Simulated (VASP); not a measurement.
# SiC5 (P6/mmm) in VASP: notebook, part 2 of 3

VASP 6.6.1.

**3. Single point, PBE**

This run uses another cell than the first one, of 13.21 Å³/atom, 1.014 times its volume.

File INCAR:

```
PREC = Accurate ; ENCUT = 520
EDIFF = 1E-6 ; ISMEAR = 0
SIGMA = 0.1 ; LREAL = F
LASPH = T ; NELM = 60
ALGO = Normal ; ISIF = 2
LWAVE = F ; LCHARG = F
GGA = PE ; NBANDS = 21
```

File KPOINTS:

```
regular mesh
0
Gamma
  6 6 2
```

File POSCAR:

```
SiC5
1.0
    2.5326316200      0.0000000000      0.0000000000
   -1.2663158100      2.1933233200      0.0000000000
    0.0000000000      0.0000000000     14.2697299200
Si C
1 5
Direct
    0.0000000000      0.0000000000      0.5000000000
    0.0000000000      0.0000000000      0.8333333300
    0.0000000000      0.0000000000      0.0000000000
    0.0000000000      0.0000000000      0.1666666700
    0.0000000000      0.0000000000      0.3333333300
    0.0000000000      0.0000000000      0.6666666700
```

Potentials or basis: VASP PAW PBE potentials, release 64 (Si, C).

The run is started by

```bash
$ cat potpaw_PBE.64/Si/POTCAR potpaw_PBE.64/C/POTCAR > POTCAR
$ mpirun -np 1 vasp_std > vasp.out
```

OUTCAR:

```text
PREC = Accurate
   ENCUT = 520
   EDIFF = 1E-6
   ISMEAR = 0
   LREAL = F
   LASPH = T
   NELM = 60
   ISIF = 2
   GGA = PE

 ion  position               nearest neighbor table
   1  0.000  0.000  0.500-   5 2.38   6 2.38
   2  0.000  0.000  0.833-
   3  0.000  0.000  0.000-
   4  0.000  0.000  0.167-
   5  0.000  0.000  0.333-   1 2.38
   6  0.000  0.000  0.667-   1 2.38

  LATTYP: Found a hexagonal cell.
 ALAT       =     2.5326316200
 C/A-ratio  =     5.6343487965

  Lattice vectors:

 A1 = (   2.5326316200,   0.0000000000,   0.0000000000)
 A2 = (  -1.2663158100,   2.1933233200,   0.0000000000)
 A3 = (   0.0000000000,   0.0000000000,  14.2697299200)

Analysis of symmetry for initial positions (statically):
=====================================================================
 Subroutine PRICEL returns:
 Original cell was already a primitive cell.

 Routine SETGRP: Setting up the symmetry group for a
 hexagonal supercell.

 Subroutine GETGRP returns: Found 24 space group operations
 (whereof 24 operations were pure point group operations)
 out of a pool of 24 trial point group operations.

The static configuration has the point symmetry D_6h.

Analysis of symmetry for dynamics (positions and initial velocities):
=====================================================================
 Subroutine PRICEL returns:
 Original cell was already a primitive cell.

 Routine SETGRP: Setting up the symmetry group for a
 hexagonal supercell.

 Subroutine GETGRP returns: Found 24 space group operations
 (whereof 24 operations were pure point group operations)
 out of a pool of 24 trial point group operations.

The dynamic configuration has the point symmetry D_6h.

 Subroutine INISYM returns: Found 24 space group operations
 (whereof 24 operations are pure point group operations),
 and found     1 'primitive' translations

----------------------------------------------------------------------------------------

                                     Primitive cell

  volume of cell :      79.2666

  direct lattice vectors                    reciprocal lattice vectors
     2.532631620  0.000000000  0.000000000     0.394846211  0.227964567  0.000000000
    -1.266315810  2.193323320  0.000000000     0.000000000  0.455929133  0.000000000
     0.000000000  0.000000000 14.269729920     0.000000000  0.000000000  0.070078411

  length of vectors
     2.532631620  2.532631619 14.269729920     0.455929133  0.455929133  0.070078411

  position of ions in fractional coordinates (direct lattice)
     0.000000000  0.000000000  0.500000000
     0.000000000  0.000000000  0.833333330
     0.000000000  0.000000000  0.000000000
     0.000000000  0.000000000  0.166666670
     0.000000000  0.000000000  0.333333330
     0.000000000  0.000000000  0.666666670

  ion indices of the primitive-cell ions
   primitive index   ion index
                 1           1
                 2           2
                 3           3
                 4           4
                 5           5
                 6           6

[... 31 lines left out ...]
  0.500000 -0.000000  0.000000      3.000000
  0.166667  0.166667  0.000000      6.000000
  0.333333  0.166667  0.000000     12.000000
  0.333333  0.333333  0.000000      2.000000
  0.000000  0.000000  0.500000      1.000000
  0.166667 -0.000000  0.500000      6.000000
  0.333333  0.000000  0.500000      6.000000
  0.500000 -0.000000  0.500000      3.000000
  0.166667  0.166667  0.500000      6.000000
  0.333333  0.166667  0.500000     12.000000
  0.333333  0.333333  0.500000      2.000000
   k-points           NKPTS =     14   k-points in BZ     NKDIM =     14   number of bands    NBANDS=     21
   number of dos      NEDOS =    301   number of ions     NIONS =      6
   total plane-waves  NPLWV =  43200
   dimension x,y,z NGX =    20 NGY =   20 NGZ =  108
   dimension x,y,z NGXF=    40 NGYF=   40 NGZF=  216
   ions per type =               1   5
   NGX,Y,Z   is equivalent  to a cutoff of  13.13, 13.13, 12.58 a.u.
   NGXF,Y,Z  is equivalent  to a cutoff of  26.26, 26.26, 25.16 a.u.
 SYSTEM =  unknown system
   PREC   = accura    normal or accurate (medium, high low for compatibility)
   ISTART =      0    job   : 0-new  1-cont  2-samecut
   ICHARG =      2    charge: 1-file 2-atom 10-const
   ISPIN  =      1    spin polarized calculation?
   LNONCOLLINEAR =      F non collinear calculations
   LSORBIT =      F    spin-orbit coupling
   LASPH  =      T    aspherical Exc in radial PAW
   ENCUT  =  520.0 eV  38.22 Ry    6.18 a.u.   4.71  4.71 26.53*2*pi/ulx,y,z
   NELM   =     60;   NELMIN=  2; NELMDL= -5     # of ELM steps
   EDIFF  = 0.1E-05   stopping-criterion for ELM
   LREAL  =      F    real-space projection
   EDIFFG = 0.1E-04   stopping-criterion for IOM
   NSW    =      0    number of steps for IOM
   IBRION =     -1    ionic relax: 0-MD 1-quasi-New 2-CG
   NFREE  =      0    steps in history (QN), initial steepest desc. (CG)
   ISIF   =      2    stress and relaxation
   ISYM   =      2    0-nonsym 1-usesym 2-fastsym
   POTIM  = 0.5000    time-step for ionic-motion
   TEBEG  =    0.0;   TEEND  =   0.0 temperature during run
   PSTRESS=    0.0 pullay stress
   NELECT =      24.0000    total number of electrons
   NUPDOWN=      -1.0000    fix difference up-down
   EMIN   =  10.00;   EMAX   =-10.00  energy-range for DOS
   EFERMI =   0.00;   METHOD = LEGACY
   ISMEAR =     0;   SIGMA  =   0.10  broadening in eV -4-tet -1-fermi 0-gaus
   EFERMI_NEDOS =   21; number of points for ismear=-14 and -15
   IALGO  =     38    algorithm
   IMIX   =      4    mixing-type and parameters
     AMIX     =   0.40;   BMIX     =  1.00
     AMIX_MAG =   1.60;   BMIX_MAG =  1.00
  volume/ion in A,a.u.               =      13.21        89.15
  Fermi-wavevector in a.u.,A,eV,Ry     =   1.099297  2.077370 16.442018  1.208454
  Thomas-Fermi vector in A             =   2.235689
   LORBIT       =      0    0 simple, 1 ext, 2 COOP (PROOUT), +10 PAW based schemes
   GGA     = PE    functional components
   LHFCALC =     F    Hartree Fock is set to
   AEXX    =    0.0000 exact exchange contribution
   IVDW    =     0    specifies the selected vdW correction
   LEPSILON=     F    determine dielectric tensor
   LRPA    =     F    only Hartree local field effects (RPA)
 non-spin polarized calculation
 Gauss-broadening in eV      SIGMA  =   0.10
  energy-cutoff  :      520.00
  volume of cell :       79.27
 maximum number of plane-waves:      2177
 NGX is ok and might be reduce to    20
   NGX =  9   NGY =  9   NGZ = 53

 number of electron      24.0000001 magnetization

 Free energy of the ion-electron system (eV)
  ---------------------------------------------------
  ext. energy  EPLUGINS =         0.00000000
  ---------------------------------------------------
  free energy    TOTEN  =       -26.54201771 eV

  energy without entropy =      -26.53213897  energy(sigma->0) =      -26.53707834

 E-fermi :   2.9633     XC(G=0): -10.1736

 val. band max:        2.9413693262   @ k =   0.3333   0.3333   0.5000
 cond. band min:       3.0176924732   @ k =   0.1667   0.1667   0.0000
 fundamental gap:      0.0763231470
 Fermi energy:         2.9632783117

 k-point     1 :       0.0000    0.0000    0.0000
  band No.  band energies     occupation
      1     -10.5964      2.00000
      2      -9.5415      2.00000
      3      -9.4726      2.00000
      4      -8.0781      2.00000
      5      -7.8729      2.00000
      6      -6.5027      2.00000
[... 325 lines left out ...]
     20       2.9414      1.24332
     21       5.9356      0.00000

------------------------ aborting loop because EDIFF is reached ----------------------------------------

  FORCE on cell =-STRESS in cart. coord.  units (eV):
  Direction    XX          YY          ZZ          XY          YZ          ZX
  --------------------------------------------------------------------------------------
  -------------------------------------------------------------------------------------
  Total      -14.3360018    -14.3360017    -16.7335064      0.0000000      0.0000000      0.0000000
  in kB     -289.7665124   -289.7665121   -338.2260876      0.0000000      0.0000000      0.0000000
  external PRESSURE =    -305.9197040 kB  Pullay stress =       0.0000000 kB

 VOLUME and BASIS-vectors are now :
 -----------------------------------------------------------------------------
  energy-cutoff  :      520.00
  volume of cell :       79.27
      direct lattice vectors                 reciprocal lattice vectors
     2.532631620  0.000000000  0.000000000     0.394846211  0.227964567  0.000000000
    -1.266315810  2.193323320  0.000000000     0.000000000  0.455929133  0.000000000
     0.000000000  0.000000000 14.269729920     0.000000000  0.000000000  0.070078411

 POSITION                                       TOTAL-FORCE (eV/Angst)
 -----------------------------------------------------------------------------------
      0.00000      0.00000      7.13486         0.000000     -0.000000      0.000000
      0.00000      0.00000     11.89144         0.000000     -0.000000      0.032230
      0.00000      0.00000      0.00000         0.000000     -0.000000      0.000000
      0.00000      0.00000      2.37829         0.000000      0.000000     -0.032230
      0.00000      0.00000      4.75658        -0.000000     -0.000000      0.006215
      0.00000      0.00000      9.51315        -0.000000      0.000000     -0.006215
 -----------------------------------------------------------------------------------
    total drift:                                0.000000      0.000000      0.000000

  FREE ENERGIE OF THE ION-ELECTRON SYSTEM (eV)
  ---------------------------------------------------
  free  energy   TOTEN  =       -26.5420177055 eV

  energy  without entropy=      -26.5321389700  energy(sigma->0) =      -26.53707834
```

stdout:

```text
POSCAR found type information on POSCAR SiC
 POSCAR found :  2 types and       6 ions
 scaLAPACK will be used
 LDA part: xc-table for (Slater+PW92), standard interpolation
 POSCAR, INCAR and KPOINTS ok, starting setup
 FFT: planning ... GRIDC
 FFT: planning ... GRID_SOFT
 FFT: planning ... GRID
 WAVECAR not read
 entering main loop
```

Wall time 27 s (1 thread of Intel Xeon Platinum 8488C (Sapphire Rapids), shared host); peak memory 0.19 GiB.

What came out:

| Item | Value |
| --- | --- |
| Free energy | -26.5420 eV |
| Pressure | -30.6 GPa |
| Largest force | 0.032 eV/Å |
| Band gap on the k mesh | zero (band 12 reaches 7.29 eV, above the bottom of band 13 at 1.27 eV) |

Forces in eV/Å, atoms in the order of the input:
```
Si   0.000  0.000  0.000
C    0.000  0.000  0.032
C    0.000  0.000  0.000
C    0.000  0.000 -0.032
C    0.000  0.000  0.006
C    0.000  0.000 -0.006
```

Stress tensor (GPa, compression positive):
```
-28.98   0.00   0.00
  0.00 -28.98   0.00
  0.00   0.00 -33.82
```

Caveat: the k points lie up to 0.48 Å⁻¹ apart.

**4. Relaxation of cell and atoms, PBE**

This run uses another cell than the first one, of 13.21 Å³/atom, 1.014 times its volume.

File INCAR:

```
SYSTEM = SiC5
ALGO = Normal
EDIFF = 1E-6
EDIFFG = -0.04
ENCUT = 600
GGA = PE
IBRION = 2
ISIF = 3
ISMEAR = 0
LASPH = .True.
LCHARG = .False.
LREAL = .False.
LWAVE = .False.
NELM = 100
NSW = 90
PREC = Accurate
SIGMA = 0.1
```

File KPOINTS:

```
k-points
0
Gamma
  6 6 2
  0 0 0
```

POSCAR is that of step 3.

The run is started by

```bash
$ cat potpaw_PBE.64/Si/POTCAR potpaw_PBE.64/C/POTCAR > POTCAR
$ mpirun -np 1 vasp_std > vasp.out
```

Run time: 20 min. Hardware: 1 thread of Intel Xeon Platinum 8488C (Sapphire Rapids), shared host; peak memory 0.21 GiB.

The run converged. Its results:

```yaml
Free_energy: -43.8854 eV
Relaxed_volume: 12.67 Å³/atom
Relaxed_cell: a = 3.203 Å, b = 3.203 Å, c = 8.557 Å, α = 90.00°, β = 90.00°, γ = 120.00°
Space_group_after_relaxing_to_0.05_Å: P6/mmm (No. 191)
Energy_gained_by_relaxing: 2920.1 meV/atom
Ionic_steps: 81
Pressure_after_relaxing: 0.0 GPa
Largest_force_after_relaxing: 0.020 eV/Å
Band_gap_on_the_k_mesh: zero (band 12 reaches 4.11 eV, above the bottom of band 13 at 2.01 eV)
```

Forces in eV/Å, atoms in the order of the input:
```
Si   0.000  0.000  0.000
C    0.000  0.000  0.000
C    0.000  0.000  0.000
C    0.000  0.000  0.000
C    0.000  0.000  0.020
C    0.000  0.000 -0.020
```

Stress tensor (GPa, compression positive):
```
-0.08  0.00  0.00
 0.00 -0.08  0.00
 0.00  0.00  0.04
```

Step by step:
```tsv
step	energy change (eV)	largest force (eV/Å)	pressure (GPa)	volume (Å³)
1	0.0000	0.0784	-29.56	79.27
4	-2.7911	9.9880	122.92	33.62
7	-7.5987	6.4980	43.94	39.16
10	-9.3674	1.8521	15.60	43.27
13	-9.8640	2.9847	-16.98	50.25
16	-15.3986	1.7688	-15.68	65.15
19	-15.7579	2.2487	-5.72	69.97
22	-16.1235	5.0784	0.93	67.03
25	-16.7005	7.1863	17.31	62.58
28	-17.0937	1.5702	16.22	61.49
31	-17.2791	0.2435	3.06	63.25
34	-17.3233	0.6584	2.45	64.69
37	-17.3374	1.0676	1.80	65.88
40	-17.3516	0.3028	-0.24	67.07
43	-17.3521	0.1833	0.05	66.99
46	-17.3532	0.0138	0.63	67.23
49	-17.3538	0.0490	0.01	67.65
52	-17.3539	0.0553	-0.01	67.71
55	-17.3544	0.0933	-0.28	67.97
58	-17.3751	0.6629	-2.09	70.11
61	-17.3941	0.9921	-2.75	71.71
64	-17.4188	0.9366	-1.63	71.71
67	-17.4734	0.3697	3.59	71.46
70	-17.4839	0.7257	2.60	72.10
73	-17.5011	0.6876	-0.43	74.50
76	-17.5143	0.2918	0.46	74.62
79	-17.5206	0.0905	-0.01	76.03
81	-17.5207	0.0196	-0.04	76.04
```

Final structure:
```
CELL_PARAMETERS angstrom
3.20317 0.00000 0.00000
-1.60158 2.77402 0.00000
0.00000 0.00000 8.55723
ATOMIC_POSITIONS crystal
Si 0.00000 0.00000 0.50000
C 0.00000 0.00000 0.84935
C 0.00000 0.00000 0.00000
C 0.00000 0.00000 0.15065
C 0.00000 0.00000 0.29887
C 0.00000 0.00000 0.70112
```

Levels at points of the mesh, in eV from the Fermi level:
| k point | band 10 | band 11 | band 12 | band 13 | band 14 | band 15 |
| --- | --- | --- | --- | --- | --- | --- |
| (0.00, 0.00, 0.00) | -1.64 | -0.40 | 0.62 | 0.62 | 4.78 | 4.78 |
| (0.50, 0.00, 0.00) | -4.03 | -2.26 | -0.30 | 0.80 | 1.59 | 2.20 |
| (0.00, 0.00, 0.50) | -1.79 | -0.35 | 1.09 | 1.09 | 3.51 | 3.51 |
| (0.50, 0.00, 0.50) | -2.50 | -2.08 | -2.02 | 0.45 | 2.21 | 2.24 |

Caveat: the k points lie up to 0.38 Å⁻¹ apart in the final cell.

**5. Single point, PBE, collinear spin, ferromagnetic start**

File INCAR:

```
SYSTEM = SiC5
  ALGO = Normal
  EDIFF = 1E-7
  ENCUT = 520
  GGA = PE
  ISIF = 2
  ISMEAR = 0
  ISPIN = 2
  LASPH = .TRUE.
  LCHARG = .FALSE.
  LORBIT = 11
  LREAL = .FALSE.
  LWAVE = .FALSE.
  MAGMOM = 0 1 1 1 1 1
  NBANDS = 25
  NELM = 150
  PREC = Accurate
  SIGMA = 0.1
```

File KPOINTS:

```
k-points
0
G
  6 6 2
  0 0 0
```

File POSCAR:

```
SiC5
1.0
    3.2469718364      0.0000000000      0.0000000000
   -1.6234859182      2.8119600957      0.0000000000
    0.0000000000      0.0000000000      8.5580469584
Si C
1 5
Direct
    0.0000000000      0.0000000000      0.5000000000
    0.0000000000      0.0000000000      0.8492788144
    0.0000000000      0.0000000000      0.0000000000
    0.0000000000      0.0000000000      0.1507211856
    0.0000000000      0.0000000000      0.2989907092
    0.0000000000      0.0000000000      0.7010092908
```

The run is started by

```bash
$ cat potpaw_PBE.64/Si/POTCAR potpaw_PBE.64/C/POTCAR > POTCAR
$ mpirun -np 1 vasp_std > vasp.out
```

Run time: 62 s. Hardware: 1 thread of Intel Xeon Platinum 8488C (Sapphire Rapids), shared host; peak memory 0.22 GiB.

It converged, with:

```
Free energy                                           : -43.9378 eV
Pressure                                              : 0.1 GPa
Largest force                                         : 0.045 eV/Å
Band gap on the k mesh                                : zero (filled and empty bands overlap)
Net moment                                            : 0.00 μB per cell
Valence electrons inside the program's atomic spheres : Si 1.63; C 2.69, 2.67, 2.56
```

Forces in eV/Å, atoms in the order of the input:
```
Si   0.000  0.000  0.000
C    0.000  0.000  0.039
C    0.000  0.000  0.000
C    0.000  0.000 -0.039
C    0.000  0.000  0.045
C    0.000  0.000 -0.045
```

Stress tensor (GPa, compression positive):
```
 0.32  0.00  0.00
 0.00  0.32  0.00
 0.00  0.00 -0.29
```

Levels at points of the mesh, in eV from the Fermi level:
Spin up:
```
           k point  band 10  band 11  band 12  band 13  band 14  band 15
(0.00, 0.00, 0.00)    -1.71    -0.28     0.53     0.53     4.70     4.70
(0.50, 0.00, 0.00)    -4.00    -2.28    -0.34     0.95     1.72     2.24
(0.00, 0.00, 0.50)    -1.86    -0.23     1.02     1.02     3.37     3.37
(0.50, 0.00, 0.50)    -2.53    -1.92    -1.88     0.42     2.15     2.28
```
Spin down:
| k point | band 9 | band 10 | band 11 | band 12 | band 13 | band 14 | band 15 | band 16 |
| --- | --- | --- | --- | --- | --- | --- | --- | --- |
| (0.00, 0.00, 0.00) | -1.71 | -1.71 | -0.28 | 0.53 | 0.53 | 4.70 | 4.70 | 6.06 |
| (0.50, 0.00, 0.00) | -4.04 | -4.00 | -2.28 | -0.34 | 0.95 | 1.72 | 2.24 | 4.09 |
| (0.00, 0.00, 0.50) | -1.86 | -1.86 | -0.23 | 1.02 | 1.02 | 3.37 | 3.37 | 6.30 |
| (0.50, 0.00, 0.50) | -4.00 | -2.53 | -1.92 | -1.88 | 0.42 | 2.15 | 2.28 | 4.73 |

Caveat: the k points lie up to 0.37 Å⁻¹ apart.

[end of part 2 of 3]
